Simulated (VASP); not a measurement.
# AgO (I-4m2) in VASP: notebook

Runs on AgO. Level: PBEsol. Tasks: single point.

All numbers are computed with VASP 6.6.1; they aren't measurements. Logs are shortened: lines on timing, memory, paths and dates and some standing lists are left out, and cuts for length are marked.

**1. The cell of the first run**

The structure is tetragonal, space group I-4m2 (No. 119). Conventional cell: a = 3.823 Å, b = 3.823 Å, c = 3.822 Å, α = 90.00°, β = 90.00°, γ = 90.00°. Within 2.8 Å of Ag (site symmetry -4m2) lie 4 O at 2.14 Å. Within 2.8 Å of O (site symmetry -4m2) lie 4 Ag at 2.14 Å.

**2. Single point, PBEsol**

File INCAR:

```
  PREC = Accurate
  ENCUT = 520
  EDIFF = 1E-6
  ISMEAR = 0
  SIGMA = 0.15
  LREAL = F
  LASPH = T
  NELM = 80
  ALGO = Normal
  ISIF = 2
  LWAVE = F
  LCHARG = F
  GGA = PS
  NBANDS = 16
```

File KPOINTS:

```
Automatic mesh
0
Gamma
  18 18 18
```

File POSCAR:

```
AgO
1.0
    0.0000000000      2.7030246817      1.9110384500
    2.7030246817      0.0000000000      1.9110384500
    2.7030246817      2.7030246817      0.0000000000
Ag O
1 1
Direct
    0.0000000000      0.0000000000      0.0000000000
    0.7500000000      0.7500000000      0.7500000000
```

Potentials or basis: VASP PAW PBE potentials, release 64 (Ag, O).

Command:

```
cat potpaw_PBE.64/Ag/POTCAR potpaw_PBE.64/O/POTCAR > POTCAR
mpirun -np 1 vasp_std > vasp.out
```

OUTCAR:

```text
PREC = Accurate
   ENCUT = 520
   EDIFF = 1E-6
   ISMEAR = 0
   LREAL = F
   LASPH = T
   NELM = 80
   ISIF = 2
   GGA = PS

 ion  position               nearest neighbor table
   1  0.000  0.000  0.000-   2 2.14   2 2.14   2 2.14   2 2.14
   2  0.750  0.750  0.750-   1 2.14   1 2.14   1 2.14   1 2.14

  LATTYP: Found a body centered tetragonal cell.
 ALAT       =     3.8226541643
 C/A-ratio  =     0.9998489886

  Lattice vectors:

 A1 = (   0.0000000000,  -2.7030246817,  -1.9110384500)
 A2 = (   0.0000000000,   2.7030246817,  -1.9110384500)
 A3 = (   2.7030246817,   0.0000000000,   1.9110384500)

Analysis of symmetry for initial positions (statically):
=====================================================================
 Subroutine PRICEL returns:
 Original cell was already a primitive cell.

 Routine SETGRP: Setting up the symmetry group for a
 body centered tetragonal supercell.

 Subroutine GETGRP returns: Found  8 space group operations
 (whereof  8 operations were pure point group operations)
 out of a pool of 16 trial point group operations.

The static configuration has the point symmetry D_2d.

Analysis of symmetry for dynamics (positions and initial velocities):
=====================================================================
 Subroutine PRICEL returns:
 Original cell was already a primitive cell.

 Routine SETGRP: Setting up the symmetry group for a
 body centered tetragonal supercell.

 Subroutine GETGRP returns: Found  8 space group operations
 (whereof  8 operations were pure point group operations)
 out of a pool of 16 trial point group operations.

The dynamic configuration has the point symmetry D_2d.

 Subroutine INISYM returns: Found  8 space group operations
 (whereof  8 operations are pure point group operations),
 and found     1 'primitive' translations

----------------------------------------------------------------------------------------

                                     Primitive cell

  volume of cell :      27.9254

  direct lattice vectors                    reciprocal lattice vectors
     0.000000000  2.703024682  1.911038450    -0.184977963  0.184977963  0.261637855
     2.703024682  0.000000000  1.911038450     0.184977963 -0.184977963  0.261637855
     2.703024682  2.703024682  0.000000000     0.184977963  0.184977963 -0.261637855

  length of vectors
     3.310348983  3.310348983  3.822654164     0.369983865  0.369983865  0.369983865

  position of ions in fractional coordinates (direct lattice)
     0.000000000  0.000000000  0.000000000
     0.750000000  0.750000000  0.750000000

  ion indices of the primitive-cell ions
   primitive index   ion index
                 1           1
                 2           2

----------------------------------------------------------------------------------------

 KPOINTS: Automatic mesh

Automatic generation of k-mesh.
 Grid dimensions read from file:
 generate k-points for:   18   18   18

 Generating k-lattice:

  Cartesian coordinates                     Fractional coordinates (reciprocal lattice)
    -0.010276554  0.010276554  0.014535436     0.055555556  0.000000000  0.000000000
     0.010276554 -0.010276554  0.014535436     0.000000000  0.055555556  0.000000000
     0.010276554  0.010276554 -0.014535436     0.000000000  0.000000000  0.055555556

  Length of vectors
     0.020554659  0.020554659  0.020554659

  Shift w.r.t. Gamma in fractional coordinates (k-lattice)
     0.000000000  0.000000000  0.000000000

 Subroutine IBZKPT returns following result:
 ===========================================

 Found    480 irreducible k-points:

 Following reciprocal coordinates:
            Coordinates               Weight
  0.000000  0.000000  0.000000      1.000000
  0.055556 -0.000000  0.000000      8.000000
  0.111111 -0.000000  0.000000      8.000000
  0.166667 -0.000000  0.000000      8.000000
  0.222222 -0.000000  0.000000      8.000000
  0.277778 -0.000000  0.000000      8.000000
[... 16 lines left out ...]
 -0.277778  0.055556  0.000000      8.000000
 -0.222222  0.055556  0.000000      8.000000
 [... further k-points ...]
   k-points           NKPTS =    480   k-points in BZ     NKDIM =    480   number of bands    NBANDS=     16
   number of dos      NEDOS =    301   number of ions     NIONS =      2
   total plane-waves  NPLWV =  21952
   dimension x,y,z NGX =    28 NGY =   28 NGZ =   28
   dimension x,y,z NGXF=    56 NGYF=   56 NGZF=   56
   ions per type =               1   1
   NGX,Y,Z   is equivalent  to a cutoff of  14.06, 14.06, 12.18 a.u.
   NGXF,Y,Z  is equivalent  to a cutoff of  28.12, 28.12, 24.35 a.u.
 SYSTEM =  unknown system
   PREC   = accura    normal or accurate (medium, high low for compatibility)
   ISTART =      0    job   : 0-new  1-cont  2-samecut
   ICHARG =      2    charge: 1-file 2-atom 10-const
   ISPIN  =      1    spin polarized calculation?
   LNONCOLLINEAR =      F non collinear calculations
   LSORBIT =      F    spin-orbit coupling
   LASPH  =      T    aspherical Exc in radial PAW
   ENCUT  =  520.0 eV  38.22 Ry    6.18 a.u.   6.16  6.16  7.11*2*pi/ulx,y,z
   NELM   =     80;   NELMIN=  2; NELMDL= -5     # of ELM steps
   EDIFF  = 0.1E-05   stopping-criterion for ELM
   LREAL  =      F    real-space projection
   EDIFFG = 0.1E-04   stopping-criterion for IOM
   NSW    =      0    number of steps for IOM
   IBRION =     -1    ionic relax: 0-MD 1-quasi-New 2-CG
   NFREE  =      0    steps in history (QN), initial steepest desc. (CG)
   ISIF   =      2    stress and relaxation
   ISYM   =      2    0-nonsym 1-usesym 2-fastsym
   POTIM  = 0.5000    time-step for ionic-motion
   TEBEG  =    0.0;   TEEND  =   0.0 temperature during run
   PSTRESS=    0.0 pullay stress
   NELECT =      17.0000    total number of electrons
   NUPDOWN=      -1.0000    fix difference up-down
   EMIN   =  10.00;   EMAX   =-10.00  energy-range for DOS
   EFERMI =   0.00;   METHOD = LEGACY
   ISMEAR =     0;   SIGMA  =   0.15  broadening in eV -4-tet -1-fermi 0-gaus
   EFERMI_NEDOS =   21; number of points for ismear=-14 and -15
   IALGO  =     38    algorithm
   IMIX   =      4    mixing-type and parameters
     AMIX     =   0.40;   BMIX     =  1.00
     AMIX_MAG =   1.60;   BMIX_MAG =  1.00
  volume/ion in A,a.u.               =      13.96        94.22
  Fermi-wavevector in a.u.,A,eV,Ry     =   1.387473  2.621944 26.192336  1.925082
  Thomas-Fermi vector in A             =   2.511691
   LORBIT       =      0    0 simple, 1 ext, 2 COOP (PROOUT), +10 PAW based schemes
   GGA     = PS    functional components
   LHFCALC =     F    Hartree Fock is set to
   AEXX    =    0.0000 exact exchange contribution
   IVDW    =     0    specifies the selected vdW correction
   LEPSILON=     F    determine dielectric tensor
   LRPA    =     F    only Hartree local field effects (RPA)
 non-spin polarized calculation
 Gauss-broadening in eV      SIGMA  =   0.15
  energy-cutoff  :      520.00
  volume of cell :       27.93
 maximum number of plane-waves:       767
 NGX is ok and might be reduce to    28
   NGX = 13   NGY = 13   NGZ = 15

 number of electron      17.0000003 magnetization

 Free energy of the ion-electron system (eV)
  ---------------------------------------------------
  ext. energy  EPLUGINS =         0.00000000
  ---------------------------------------------------
  free energy    TOTEN  =        -8.15923578 eV

  energy without entropy =       -8.12969344  energy(sigma->0) =       -8.14446461

 E-fermi :   4.6695     XC(G=0): -11.3709

 val. band max:        4.6692412105   @ k =  -0.4444   0.0556   0.2222
 cond. band min:       4.6705042918   @ k =   0.5000  -0.0000   0.0556
 fundamental gap:      0.0012630813
 Fermi energy:         4.6695114807

 k-point     1 :       0.0000    0.0000    0.0000
  band No.  band energies     occupation
      1     -13.3883      2.00000
      2      -0.7816      2.00000
      3      -0.7815      2.00000
      4      -0.4740      2.00000
      5       0.9412      2.00000
      6       1.6695      2.00000
[... 8 lines left out ...]
     15      22.5783      0.00000
     16      22.5783      0.00000

 k-point     2 :       0.0556   -0.0000    0.0000
  band No.  band energies     occupation
      1     -13.3745      2.00000
      2      -0.8068      2.00000
      3      -0.7810      2.00000
      4      -0.4630      2.00000
      5       0.9513      2.00000
      6       1.6715      2.00000
[... 8 lines left out ...]
     15      22.2725      0.00000
     16      23.4011      0.00000

 k-point     3 :       0.1111   -0.0000    0.0000
  band No.  band energies     occupation
      1     -13.3359      2.00000
      2      -0.8794      2.00000
      3      -0.7820      2.00000
      4      -0.4195      2.00000
      5       0.9858      2.00000
      6       1.6767      2.00000
[... 8 lines left out ...]
     15      21.9949      0.00000
     16      24.4329      0.00000

 k-point     4 :       0.1667   -0.0000    0.0000
  band No.  band energies     occupation
      1     -13.2770      2.00000
      2      -0.9737      2.00000
      3      -0.7908      2.00000
      4      -0.3387      2.00000
      5       1.0544      2.00000
      6       1.6843      2.00000
[... 8 lines left out ...]
     15      21.9595      0.00000
     16      25.3594      0.00000

 k-point     5 :       0.2222   -0.0000    0.0000
  band No.  band energies     occupation
      1     -13.2053      2.00000
      2      -1.0491      2.00000
      3      -0.8123      2.00000
      4      -0.2336      2.00000
      5       1.1650      2.00000
      6       1.6929      2.00000
[... 8 lines left out ...]
     15      22.1066      0.00000
     16      26.1210      0.00000

 k-point     6 :       0.2778   -0.0000    0.0000
  band No.  band energies     occupation
      1     -13.1299      2.00000
      2      -1.0724      2.00000
      3      -0.8460      2.00000
      4      -0.1289      2.00000
      5       1.3158      2.00000
      6       1.7002      2.00000
[... 8 lines left out ...]
     15      22.3578      0.00000
     16      26.6121      0.00000

 k-point     7 :       0.3333   -0.0000    0.0000
  band No.  band energies     occupation
      1     -13.0598      2.00000
      2      -1.0259      2.00000
      3      -0.8856      2.00000
      4      -0.0604      2.00000
      5       1.4921      2.00000
      6       1.7008      2.00000
[... 8 lines left out ...]
     15      22.6485      0.00000
     16      26.8592      0.00000

 k-point     8 :       0.3889   -0.0000    0.0000
  band No.  band energies     occupation
      1     -13.0034      2.00000
      2      -0.9224      2.00000
      3      -0.9101      2.00000
      4      -0.0681      2.00000
      5       1.6655      2.00000
      6       1.6895      2.00000
[... 8 lines left out ...]
     15      22.9192      0.00000
     16      26.7487      0.00000

 k-point     9 :       0.4444   -0.0000    0.0000
  band No.  band energies     occupation
      1     -12.9669      2.00000
      2      -0.9481      2.00000
      3      -0.7526      2.00000
      4      -0.1596      2.00000
      5       1.6724      2.00000
      6       1.7970      2.00000
[... 8 lines left out ...]
     15      23.1130      0.00000
     16      26.5653      0.00000
[... 172 lines left out ...]
 k-point    19 :       0.5000    0.0556    0.0000
  band No.  band energies     occupation
      1     -12.9502      2.00000
      2      -0.9335      2.00000
      3      -0.6645      2.00000
      4      -0.2463      2.00000
      5       1.6756      2.00000
      6       1.8427      2.00000
[... 8 lines left out ...]
     15      23.2828      0.00000
     16      25.5716      0.00000

 k-point    20 :      -0.4444    0.0556    0.0000
  band No.  band energies     occupation
      1     -12.9595      2.00000
      2      -0.9232      2.00000
      3      -0.6607      2.00000
      4      -0.2046      2.00000
      5       1.6207      2.00000
      6       1.7871      2.00000
[... 8 lines left out ...]
     15      23.1625      0.00000
     16      25.6954      0.00000

 k-point    21 :      -0.3889    0.0556    0.0000
  band No.  band energies     occupation
      1     -12.9925      2.00000
      2      -0.8974      2.00000
      3      -0.7994      2.00000
      4      -0.0673      2.00000
      5       1.5924      2.00000
      6       1.6509      2.00000
[... 8 lines left out ...]
     15      22.9002      0.00000
     16      25.8716      0.00000

 k-point    22 :      -0.3333    0.0556    0.0000
  band No.  band energies     occupation
      1     -13.0458      2.00000
      2      -0.9270      2.00000
      3      -0.8613      2.00000
      4       0.0015      2.00000
      5       1.4743      2.00000
      6       1.5916      2.00000
[... 8 lines left out ...]
     15      22.5509      0.00000
     16      26.1466      0.00000

 k-point    23 :      -0.2778    0.0556    0.0000
  band No.  band energies     occupation
      1     -13.1132      2.00000
      2      -0.9986      2.00000
      3      -0.8233      2.00000
      4      -0.0233      2.00000
      5       1.2970      2.00000
      6       1.5980      2.00000
[... 8 lines left out ...]
     15      22.0973      0.00000
     16      26.5171      0.00000

 k-point    24 :      -0.2222    0.0556    0.0000
  band No.  band energies     occupation
      1     -13.1871      2.00000
      2      -1.0083      2.00000
      3      -0.7924      2.00000
      4      -0.1051      2.00000
      5       1.1475      2.00000
      6       1.6024      2.00000
[... 8 lines left out ...]
     15      21.6656      0.00000
     16      26.6744      0.00000

 [... further k-points ...]
[... 5 lines left out ...]
  --------------------------------------------------------------------------------------
  -------------------------------------------------------------------------------------
  Total        0.6164674      0.6164674     -0.2101202      0.0000000     -0.0000000      0.0000000
  in kB       35.3688749     35.3688749    -12.0553280      0.0000000     -0.0000000      0.0000000
  external PRESSURE =      19.5608073 kB  Pullay stress =       0.0000000 kB

 VOLUME and BASIS-vectors are now :
 -----------------------------------------------------------------------------
  energy-cutoff  :      520.00
  volume of cell :       27.93
      direct lattice vectors                 reciprocal lattice vectors
     0.000000000  2.703024682  1.911038450    -0.184977963  0.184977963  0.261637855
     2.703024682  0.000000000  1.911038450     0.184977963 -0.184977963  0.261637855
     2.703024682  2.703024682  0.000000000     0.184977963  0.184977963 -0.261637855

 POSITION                                       TOTAL-FORCE (eV/Angst)
 -----------------------------------------------------------------------------------
      0.00000      0.00000      0.00000         0.000000      0.000000     -0.000000
      4.05454      4.05454      2.86656        -0.000000     -0.000000      0.000000
 -----------------------------------------------------------------------------------
    total drift:                               -0.000000     -0.000000     -0.000001

  FREE ENERGIE OF THE ION-ELECTRON SYSTEM (eV)
  ---------------------------------------------------
  free  energy   TOTEN  =        -8.1592357834 eV

  energy  without entropy=       -8.1296934374  energy(sigma->0) =       -8.14446461
```

Run time: 6 min. Hardware: 1 thread of Intel Xeon 8259CL, shared host; peak memory 0.33 GiB.

Results:

* Free energy: -8.1592 eV
* Pressure: 2.0 GPa
* Band gap on the k mesh: zero (an odd number of electrons rules out a gap without spin polarisation)

Levels at points of the mesh, in eV from the Fermi level:
| k point | band 6 | band 7 | band 8 | band 9 | band 10 | band 11 | band 12 | band 13 |
| --- | --- | --- | --- | --- | --- | --- | --- | --- |
| (0.00, 0.00, 0.00) | -3.00 | 0.17 | 0.17 | 0.38 | 0.67 | 14.81 | 14.81 | 15.77 |
| (0.50, 0.00, 0.00) | -2.82 | -2.45 | -0.39 | -0.03 | 5.13 | 7.40 | 11.82 | 14.89 |
| (0.50, 0.50, 0.00) | -2.77 | -1.67 | -1.67 | -0.95 | 6.87 | 7.96 | 11.52 | 11.52 |
| (0.50, 0.00, 0.50) | -3.21 | -2.06 | -1.92 | -0.30 | 5.96 | 7.50 | 13.58 | 14.24 |

Caveat: the PAW data sets were made with another functional, which shifts forces and pressure a little; an odd number of electrons without spin polarisation forces a metal; a magnetic or distorted state may lie lower.

(Part 1 of 2 ends here.)
